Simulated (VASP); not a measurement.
SmO3:

```xyz
4
Lattice="-2.4395 2.4395 2.4395 2.4395 -2.4395 2.4395 2.4395 2.4395 -2.4395" Properties=species:S:1:pos:R:3 pbc="T T T"
Sm    0.0000    0.0000    0.0000
O     2.4395    0.0000    0.0000
O     0.0000    2.4395    0.0000
O     0.0000    0.0000    2.4395
```

| Item | Value |
| --- | --- |
| Program | VASP 6.6.1 |
| Task | relaxation of cell and atoms |
| Functional | PBE |
| Potentials or basis | VASP PAW PBE potentials, release 64 (Sm, O) |
| Cutoff | 600 eV |
| k mesh | 6 × 6 × 6 |
| Occupations | gaussian, width 0.1 eV |
| Spin | no spin polarisation |

At the start: pressure -17.4 GPa; volume 14.52 Å³/atom.

How do energy, volume and symmetry change on relaxing?

Over 4 steps the energy falls by 159.2 meV/atom and the volume is 12.07 Å³/atom (-16.9 %); space group Im-3m (No. 229, to 0.05 Å).

Step by step:
```csv
step,energy change (eV),largest force (eV/Å),pressure (GPa),volume (Å³)
1,0.0000,0.0000,-17.40,58.07
2,-1.0812,0.0000,22.27,45.80
3,-0.6357,0.0000,1.03,47.82
4,-0.6367,0.0000,-0.29,48.27
```

Final structure:
```
Sm O
1.0
    -2.29366    2.29366    2.29366
     2.29366   -2.29366    2.29366
     2.29366    2.29366   -2.29366
Sm O
1 3
Direct
  0.00000 0.00000 0.00000
  0.00000 0.50000 0.50000
  0.50000 0.00000 0.50000
  0.50000 0.50000 0.00000
```

Caveat: the volume moved by over 15 % at a fixed basis, so the end points are rough; the run has no spin polarisation, though such a crystal can be magnetic; without U or exact exchange the open f shell lies at the Fermi level, which spoils levels, moments and volumes.
